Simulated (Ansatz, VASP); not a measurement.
**O: VASP beside Ansatz**

```
O
1.0
     3.47525    0.00000    0.00000
    -1.73762    3.00965    0.00000
     0.00000    0.00000    6.39181
O
6
Direct
  0.00000 0.00000 0.50000
  0.00000 0.00000 0.00000
  0.66667 0.33333 0.34236
  0.33333 0.66667 0.65764
  0.33333 0.66667 0.84236
  0.66667 0.33333 0.15764
```

Alike in both runs: functional PBE; k mesh 12 × 12 × 6; occupations gaussian, width 0.1 eV; no spin polarisation.

Ansatz relaxed the structure, and its values are those at the end. VASP's run is a single point on that final structure, the one shown.

|  | VASP | Ansatz |
| --- | --- | --- |
| version | VASP 6.6.1 | Ansatz 0.2.0 |
| potentials or method | VASP PAW PBE potentials, release 64 (O), cutoff 520 eV | scalar-relativistic, plane waves, PAW |
| valence electrons in the cell | 36 | 36 |

|  | VASP | Ansatz | Ansatz less VASP |
| --- | --- | --- | --- |
| gap on the k mesh at the Fermi level (eV) | none | none | - |
| pressure (GPa) | 2.7 | 0.0 | -2.72 |
| rms of the force components (eV/Å) | 0.800 | 0.002 | -0.7983 |

A gap of «none» marks a metal or a gap that the smearing closes.

Noted on VASP's run: the standard files for N, O and F lose accuracy on very short bonds; spin is off for a triplet molecule.
